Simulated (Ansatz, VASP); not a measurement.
## Pt3Br in VASP and in Ansatz

```
CELL_PARAMETERS angstrom
-2.28953 2.28953 3.25361
2.28953 -2.28953 3.25361
2.28953 2.28953 -3.25361
ATOMIC_POSITIONS crystal
Pt 0.50000 0.50000 0.00000
Pt 0.25000 0.75000 0.50000
Pt 0.75000 0.25000 0.50000
Br 0.00000 0.00000 0.00000
```

Alike in both runs: functional PBE; k mesh 6 × 6 × 6; occupations gaussian, width 0.1 eV; no spin polarisation.

Ansatz relaxed the structure, and its values are those at the end. VASP's run is a single point on that final structure, the one shown.

|  | VASP | Ansatz |
| --- | --- | --- |
| version | VASP 6.6.1 | Ansatz 0.2.0 |
| potentials or method | VASP PAW PBE potentials, release 64 (Pt, Br), cutoff 520 eV | scalar-relativistic, plane waves, PAW |
| valence electrons in the cell | 37 | 61 |

VASP gave:

- gap on the k mesh at the Fermi level (eV): none
- pressure (GPa): -0.2

Question: Estimate Ansatz's values.

Answer: gap on the k mesh at the Fermi level (eV): none; pressure (GPa): 0.0.

A gap of «none» marks a metal or a gap that the smearing closes. With one functional, cell and mesh, what is left measures potentials, basis and numerics. VASP's potentials hold 37 valence electrons a cell and Ansatz's 61, so a difference there can come from the potentials and not from the codes.

Spin-orbit coupling is off throughout.
